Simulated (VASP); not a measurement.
# Ti (P6/mmm) in VASP: further runs

Runs on Ti. Level: PBE. Tasks: single point.

Everything below comes from runs of VASP 6.6.1. Logs are shortened: lines on timing, memory, paths and dates and some standing lists are left out, and cuts for length are marked.

## 1. The cell of the first run

The structure is hexagonal, space group P6/mmm (No. 191). Conventional cell: a = 4.641 Å, b = 4.641 Å, c = 2.868 Å, α = 90.00°, β = 90.00°, γ = 120.00°. Within 3.8 Å of Ti (site symmetry 6/mmm) lie 14 Ti at 2.87 to 3.04 Å. Within 3.5 Å of Ti (site symmetry -6m2) lie 11 Ti at 2.68 to 3.04 Å.

This isn't the form of Ti at room conditions, which is hcp.

## 2. Single point, PBE, collinear spin (17.83 Å³/atom)

The input, INCAR:

```
SYSTEM = Ti
PREC = Accurate
ENCUT = 520
EDIFF = 1E-6
ISMEAR = -1
SIGMA = 0.05
LREAL = .FALSE.
LASPH = .TRUE.
NELM = 150
ALGO = Normal
ISIF = 2
LWAVE = .FALSE.
LCHARG = .FALSE.
ISPIN = 2
MAGMOM = 1 1 1
LORBIT = 11
LMAXMIX = 4
GGA = PE
NBANDS = 29
```

The input, KPOINTS:

```
Automatic mesh
0
G
  11 11 15
  0 0 0
```

The input, POSCAR:

```
Ti
1.0
    4.6406395941      0.0000000000      0.0000000000
   -2.3203197970      4.0189117783      0.0000000000
    0.0000000000      0.0000000000      2.8677111005
Ti
3
Direct
    0.0000000000      1.0000000000      0.0000000000
    0.3333333333      0.6666666667      0.5000000000
    0.6666666667      0.3333333333      0.5000000000
```

Potentials or basis: VASP PAW PBE potentials, release 64 (Ti_sv).

Started as:

```bash
$ cat potpaw_PBE.64/Ti_sv/POTCAR > POTCAR
$ mpirun -np 1 vasp_std > vasp.out
```

OUTCAR:

```text
SYSTEM = Ti
   PREC = Accurate
   ENCUT = 520
   EDIFF = 1E-6
   ISMEAR = -1
   LREAL = .FALSE.
   LASPH = .TRUE.
   NELM = 150
   ISIF = 2
   ISPIN = 2
   LORBIT = 11
   GGA = PE

 ion  position               nearest neighbor table
   1  0.000  0.000  0.000-
   2  0.333  0.667  0.500-   3 2.68   3 2.68   3 2.68
   3  0.667  0.333  0.500-   2 2.68   2 2.68   2 2.68

  LATTYP: Found a hexagonal cell.
 ALAT       =     4.6406395941
 C/A-ratio  =     0.6179560042

  Lattice vectors:

 A1 = (   4.6406395941,   0.0000000000,   0.0000000000)
 A2 = (  -2.3203197970,   4.0189117783,   0.0000000000)
 A3 = (   0.0000000000,   0.0000000000,   2.8677111005)

Analysis of symmetry for initial positions (statically):
=====================================================================
 Subroutine PRICEL returns:
 Original cell was already a primitive cell.

 Routine SETGRP: Setting up the symmetry group for a
 hexagonal supercell.

 Subroutine GETGRP returns: Found 24 space group operations
 (whereof 24 operations were pure point group operations)
 out of a pool of 24 trial point group operations.

The static configuration has the point symmetry D_6h.

Analysis of symmetry for dynamics (positions and initial velocities):
=====================================================================
 Subroutine PRICEL returns:
 Original cell was already a primitive cell.

 Routine SETGRP: Setting up the symmetry group for a
 hexagonal supercell.

 Subroutine GETGRP returns: Found 24 space group operations
 (whereof 24 operations were pure point group operations)
 out of a pool of 24 trial point group operations.

The dynamic configuration has the point symmetry D_6h.

Analysis of structural, dynamic, and magnetic symmetry:
=====================================================================
 Subroutine PRICEL returns:
 Original cell was already a primitive cell.

 Routine SETGRP: Setting up the symmetry group for a
 hexagonal supercell.

 Subroutine GETGRP returns: Found 24 space group operations
 (whereof 24 operations were pure point group operations)
 out of a pool of 24 trial point group operations.

The overall configuration has the point symmetry D_6h.

 Subroutine INISYM returns: Found 24 space group operations
 (whereof 24 operations are pure point group operations),
 and found     1 'primitive' translations

----------------------------------------------------------------------------------------

                                     Primitive cell
[... 118 lines left out ...]
   GGA     = PE    functional components
   LHFCALC =     F    Hartree Fock is set to
   AEXX    =    0.0000 exact exchange contribution
   IVDW    =     0    specifies the selected vdW correction
   LEPSILON=     F    determine dielectric tensor
   LRPA    =     F    only Hartree local field effects (RPA)
 spin polarized calculation
  energy-cutoff  :      520.00
  volume of cell :       53.48
 maximum number of plane-waves:      1456
 NGX is ok and might be reduce to    36
   NGX = 17   NGY = 17   NGZ = 11

 number of electron      35.9999997 magnetization      -0.0052651

 number of electron      35.9999997 magnetization       0.0006527

 Free energy of the ion-electron system (eV)
  ---------------------------------------------------
  ext. energy  EPLUGINS =         0.00000000
  ---------------------------------------------------
  free energy    TOTEN  =       -23.50490152 eV

  energy without entropy =      -23.48109185  energy(sigma->0) =      -23.49299668

 E-fermi :   7.9463     XC(G=0): -11.3747

 val. band max:        7.9376456596   @ k =   0.3636   0.0909   0.0667
 cond. band min:       7.9519203119   @ k =   0.4545   0.0909   0.2000
 fundamental gap:      0.0142746524
 Fermi energy:         7.9462743471

 spin component 1

 k-point     1 :       0.0000    0.0000    0.0000
  band No.  band energies     occupation
      1     -49.0151      1.00000
      2     -48.7524      1.00000
      3     -48.6100      1.00000
      4     -25.3149      1.00000
      5     -25.3149      1.00000
      6     -25.1811      1.00000
[... 757 lines left out ...]
     28      11.3674      0.00000
     29      12.8501      0.00000

 [... further k-points ...]

 spin component 2

 k-point     1 :       0.0000    0.0000    0.0000
  band No.  band energies     occupation
      1     -49.0181      1.00000
      2     -48.7505      1.00000
      3     -48.6079      1.00000
      4     -25.3177      1.00000
      5     -25.3177      1.00000
      6     -25.1791      1.00000
[... 757 lines left out ...]
     28      11.3676      0.00000
     29      12.8504      0.00000

 [... further k-points ...]

------------------------ aborting loop because EDIFF is reached ----------------------------------------

  FORCE on cell =-STRESS in cart. coord.  units (eV):
  Direction    XX          YY          ZZ          XY          YZ          ZX
  --------------------------------------------------------------------------------------
  -------------------------------------------------------------------------------------
  Total       -1.4052262     -1.4052262     -1.4361355     -0.0000000      0.0000000     -0.0000000
  in kB      -42.0954451    -42.0954451    -43.0213751     -0.0000000      0.0000000     -0.0000000
  external PRESSURE =     -42.4040884 kB  Pullay stress =       0.0000000 kB

 VOLUME and BASIS-vectors are now :
 -----------------------------------------------------------------------------
  energy-cutoff  :      520.00
  volume of cell :       53.48
      direct lattice vectors                 reciprocal lattice vectors
     4.640639594  0.000000000  0.000000000     0.215487538  0.124411788  0.000000000
    -2.320319797  4.018911778  0.000000000     0.000000000  0.248823576  0.000000000
     0.000000000  0.000000000  2.867711101     0.000000000  0.000000000  0.348710161

 POSITION                                       TOTAL-FORCE (eV/Angst)
 -----------------------------------------------------------------------------------
      0.00000      0.00000      0.00000         0.000000      0.000000      0.000000
     -0.00000      2.67927      1.43386        -0.000000      0.000000     -0.000000
      2.32032      1.33964      1.43386         0.000000     -0.000000      0.000000
 -----------------------------------------------------------------------------------
    total drift:                                0.000000      0.000000     -0.000000

  FREE ENERGIE OF THE ION-ELECTRON SYSTEM (eV)
  ---------------------------------------------------
  free  energy   TOTEN  =       -23.5049015178 eV

  energy  without entropy=      -23.4810918452  energy(sigma->0) =      -23.49299668

 total charge

# of ion       s       p       d       tot
------------------------------------------
    1        2.233   6.133   1.779  10.144
    2        2.239   6.104   1.924  10.267
    3        2.239   6.104   1.924  10.267
--------------------------------------------------
tot          6.711  18.341   5.626  30.678

 magnetization (x)

# of ion       s       p       d       tot
------------------------------------------
    1       -0.000  -0.000  -0.003  -0.003
    2        0.000   0.000   0.002   0.002
    3        0.000   0.000   0.002   0.002
--------------------------------------------------
tot          0.000  -0.000   0.001   0.001
```

Wall time 4.5 min (1 thread of AMD EPYC 9R45 (Zen 5), shared host); peak memory 0.35 GiB.

Results:

```
Free energy                                           : -23.5049 eV
Pressure                                              : -4.2 GPa
Band gap on the k mesh                                : zero (filled and empty bands overlap)
Net moment                                            : 0.00 μB per cell
Valence electrons inside the program's atomic spheres : Ti 10.14, 10.27 (each value once)
```

Caveat: the cell stands under tension.

[end of part 1 of 2]
